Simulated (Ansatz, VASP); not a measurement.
# Ti: VASP beside Ansatz

```
Ti
1.0
     0.00000    2.19240    2.19240
     2.19240    0.00000    2.19240
     2.19240    2.19240    0.00000
Ti
1
Direct
  0.00000 0.00000 0.00000
```

Change from the starting cell: strain +0.080 along x and y, +0.080 along z, atoms carried along.

Alike in both runs: task single point; functional PBE; k mesh 20 × 20 × 20; occupations gaussian, width 0.15 eV; no spin polarisation.

```csv
,VASP,Ansatz
version,VASP 6.6.1,Ansatz 0.2.0
potentials or method,"VASP PAW PBE potentials, release 64 (Ti_sv), cutoff 520 eV","scalar-relativistic, plane waves, PAW"
valence electrons in the cell,12,12
```

|  | VASP | Ansatz | Ansatz less VASP |
| --- | --- | --- | --- |
| gap on the k mesh at the Fermi level (eV) | none | none | - |
| pressure (GPa) | -14.7 | -14.6 | +0.06 |

A gap of «none» marks a metal or a gap that the smearing closes.
